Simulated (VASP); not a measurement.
BeTe: single point with PBEsol

The system is BeTe.

```
Be Te
1.0
     0.00000    2.64339    2.64339
     2.64339    0.00000    2.64339
     2.64339    2.64339    0.00000
Be Te
1 1
Direct
  0.00000 0.00000 0.00000
  0.75000 0.75000 0.75000
```

```
Program             : VASP 6.6.1
Task                : single point
Functional          : PBEsol
Potentials or basis : VASP PAW PBE potentials, release 64 (Be, Te)
Cutoff              : 520 eV
k mesh              : 8 × 8 × 8
Occupations         : gaussian, width 0.01 eV
Spin                : no spin polarisation
```

```
Pressure               : 15.4 GPa
Band gap on the k mesh : 1.32 eV, indirect (least direct gap 3.38 eV)
```

Levels at points of the mesh, in eV from the valence-band top:
```csv
k point,band 2,band 3,band 4,band 5,band 6,band 7
"(0.00, 0.00, 0.00)",0.00,0.00,0.00,3.38,3.38,3.38
"(0.50, 0.00, 0.00)",-6.93,-1.50,-1.50,3.57,4.41,4.41
"(0.50, 0.50, 0.00)",-6.26,-3.46,-3.46,1.32,2.28,10.93
```

Run time: 6.5 s on 1 thread of Intel(R) Xeon(R) Platinum 8488C (Sapphire Rapids), on a shared host, peak memory 0.16 GiB.

Caveat: the PAW data sets were made with another functional, which shifts forces and pressure a little; spin-orbit coupling is left out, which moves the levels of the heavy elements. A k mesh can miss the band edges.
